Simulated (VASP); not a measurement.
A run of VASP 6.6.1 is set up as follows.

The input INCAR:

```
SYSTEM = H
PREC     = Accurate       ! precision mode
ENCUT    = 500            ! plane-wave cutoff, eV
EDIFF    = 1E-6           ! SCF threshold, eV
ISMEAR   = 0              ! smearing method
SIGMA    = 0.02           ! smearing width, eV
LREAL    = .FALSE.        ! projectors in reciprocal space
LASPH    = .TRUE.         ! aspherical terms in the spheres
NELM     = 120            ! most SCF steps
ALGO     = Normal         ! electronic algorithm
ISIF     = 2              ! what is computed and relaxed
LWAVE    = .FALSE.        ! write WAVECAR
LCHARG   = .FALSE.        ! write CHGCAR
GGA      = PE             ! functional
NBANDS   = 10             ! bands
GGA_COMPAT= .FALSE.
```

Contents of KPOINTS:

```
regular mesh
0
G
  8 8 4
  0 0 0
```

Contents of POSCAR:

```
H
1.0
    1.6162865768     -2.7387633025      0.0000000000
    1.6162865768      2.7387633025      0.0000000000
    0.0000000000      0.0000000000      6.0911451385
H
4
Direct
    0.5905240355      0.4094759645      0.9651422200
    0.4094759645      0.5905240355      0.0348577800
    0.4094759645      0.5905240355      0.4651422200
    0.5905240355      0.4094759645      0.5348577800
```

Potentials or basis: VASP PAW PBE potentials, release 64 (H).

Command:

```bash
$ cat potpaw_PBE.64/H/POTCAR > POTCAR
$ mpirun -np 1 vasp_std > vasp.out
```

Problem. What does it give for the largest force?

Solution. 4.487 eV/Å.

Problem. Estimate the band gap on the k mesh.

Solution. 4.29 eV, direct.

Forces on the atoms (eV/Å):
```
H    0.000  4.125  1.767
H    0.000 -4.125 -1.767
H    0.000 -4.125  1.767
H    0.000  4.125 -1.767
```

Caveat: the cell differs from its parent crystal (strained); forces of over 1 eV/Å act on the atoms, so gaps and moduli don't describe the material at rest. A k mesh can miss the band edges.
